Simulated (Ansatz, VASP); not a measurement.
## Two plane-wave programs on Ta

```
Ta
1.0
     2.83853    0.00000    0.00000
    -1.41926    2.45824    0.00000
     0.00000    0.00000    5.06771
Ta
2
Cartesian
  1.4193 0.8194 3.8008
  0.0000 1.6388 1.2669
```

Alike in both runs: functional LDA; k mesh 13 × 13 × 7; no spin polarisation.

Ansatz relaxed the structure, and its values are those at the end. VASP's run is a single point on that final structure, the one shown.

|  | VASP | Ansatz |
| --- | --- | --- |
| version | VASP 6.6.1 | Ansatz 0.2.0 |
| potentials or method | VASP PAW LDA potentials, release 64 (Ta_pv) | plane waves, PAW |
| plane-wave cutoff (eV) | 520 | 420 |
| occupations | fermi-dirac, width 0.1 eV | fermi-dirac |
| valence electrons in the cell | 22 | 26 |

```csv
,VASP,Ansatz,Ansatz less VASP
pressure (GPa),0.7,0.0,-0.76
```

LDA's correlation is that of Perdew and Zunger in VASP and of Perdew and Wang (1992) in Ansatz. VASP's potentials hold 22 valence electrons a cell and Ansatz's 26, so a difference there can come from the potentials and not from the codes.

Spin-orbit coupling is off throughout.
